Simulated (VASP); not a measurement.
MgH2, 6 atoms in the cell. The typed cell holds 6 atoms: a = 3.256 Å, b = 3.263 Å, c = 6.441 Å, α = 90.02°, β = 90.01°, γ = 90.01°. 

- Program: VASP 6.6.1
- Task: single point
- Functional: PBE
- Potentials or basis: VASP PAW PBE potentials, release 64 (Mg, H)
- Cutoff: 520 eV
- k mesh: 6 × 6 × 4
- Occupations: gaussian, width 0.2 eV
- Spin: no spin polarisation
- Dipole correction: no
- Further INCAR settings: ALGO = Normal; EDIFF = 1e-06; NBANDS = 13

Potentials or basis: VASP PAW PBE potentials, release 64 (Mg, H).

Launch:

```bash
$ cat potpaw_PBE.64/Mg/POTCAR potpaw_PBE.64/H/POTCAR > POTCAR
$ mpirun -np 1 vasp_std > vasp.out
```

Hardware: 1 thread of AMD EPYC 9R45 96-Core Processor (Zen 5) (shared host).

**Question.** How long does it take, and how much memory?

**Answer.** Wall time 18 s on 1 thread of AMD EPYC 9R45 96-Core Processor (Zen 5), with other jobs on the host, peak memory 0.18 GiB. Counts: scf iterations 12, k points 76.
